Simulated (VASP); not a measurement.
Wanted: the native input for a VASP 6.6.1 run.

```yaml
Task: single point
Functional: r2SCAN
Potentials_or_basis: VASP PAW PBE potentials, release 64 (Sc_sv, Al)
Cutoff: 520 eV
k_mesh: 12 × 12 × 12
Occupations: gaussian, width 0.1 eV
Spin: no spin polarisation
Dipole_correction: no
Further_INCAR_settings: ALGO = Normal; EDIFF = 1e-07; NBANDS = 14
```

ScAl:

```
CELL_PARAMETERS angstrom
3.43517 0.00000 0.00000
0.00000 3.43517 0.00000
0.00000 0.00000 3.43517
ATOMIC_POSITIONS crystal
Sc 0.50000 0.50000 0.50000
Al 0.00000 0.00000 0.00000
```

These files were run (other wordings do the same):

POSCAR

```
ScAl
1.0
    3.4351726005      0.0000000000      0.0000000000
    0.0000000000      3.4351726005      0.0000000000
    0.0000000000      0.0000000000      3.4351726005
Sc Al
1 1
Direct
    0.5000000000      0.5000000000      0.5000000000
    0.0000000000      0.0000000000      0.0000000000
```

INCAR.step1

```
ALGO = Normal
EDIFF = 1E-4
ENCUT = 520
GGA = PE
ISMEAR = 0
LASPH = T
LCHARG = F
LREAL = F
LWAVE = T
NBANDS = 14
NELM = 80
PREC = Accurate
SIGMA = 0.1
```

INCAR.step2

```
ALGO = Normal
EDIFF = 1E-7
ENCUT = 520
ISIF = 2
ISMEAR = 0
ISTART = 1
LASPH = T
LCHARG = F
LMIXTAU = T
LREAL = F
LWAVE = F
METAGGA = R2SCAN
NBANDS = 14
NELM = 80
PREC = Accurate
SIGMA = 0.1
```

KPOINTS

```
k-points
0
Gamma
  12 12 12
```

Potentials or basis: VASP PAW PBE potentials, release 64 (Sc_sv, Al).

The run is started by

```console
$ cat potpaw_PBE.64/Sc_sv/POTCAR potpaw_PBE.64/Al/POTCAR > POTCAR
$ cp INCAR.step1 INCAR
$ mpirun -np 1 vasp_std > vasp.out
$ cp INCAR.step2 INCAR
$ mpirun -np 1 vasp_std > vasp.out
```

Results of the run:

```json
{"Pressure": "-4.0 GPa", "Band gap on the k mesh": "zero (bands 7 and 8 overlap by 1.25 eV)"}
```

Caveat: the cell stands under tension; the PAW data sets were made with another functional, which shifts forces and pressure a little.

Wall time 63 s on 1 thread of Intel(R) Xeon(R) 6975P-C (Granite Rapids), with other jobs on the host, peak memory 0.19 GiB.
